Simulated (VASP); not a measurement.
The system is BN.

```xyz
2
Lattice="0.0236 1.8048 1.8048 1.8048 0.0236 1.8048 1.8285 1.8285 0.0000" Properties=species:S:1:pos:R:3 pbc="T T T"
B     0.0000    0.0000    0.0004
N     0.9142    0.9142    0.9020
```

This cell differs from its parent crystal: shear xy strain +2.6%.

Base run:

| Item | Value |
| --- | --- |
| Program | VASP 6.6.1 |
| Functional | r2SCAN |
| Potentials or basis | VASP PAW PBE potentials, release 64 (B, N) |
| Cutoff | 520 eV |
| k mesh | 12 × 12 × 12 |
| Occupations | gaussian, width 0.01 eV |
| Spin | no spin polarisation |

Its results: band gap on the k mesh 4.87 eV (least direct gap 9.14 eV); pressure 1.5 GPa; largest force 0.006 eV/Å.

**Question.** The run is repeated on the same cell with these changes: functional from r2SCAN to PBE; occupations from gaussian, width 0.01 eV to fermi-dirac, width 0.02 eV. What comes out?

**Answer.** Band gap on the k mesh 4.36 eV (least direct gap 8.44 eV); pressure 5.3 GPa; largest force 0.035 eV/Å.

Caveats: the PAW data sets were made with another functional, which shifts forces and pressure a little (at least some runs); the cell stands under pressure (at least some runs).

A k mesh can miss the band edges.
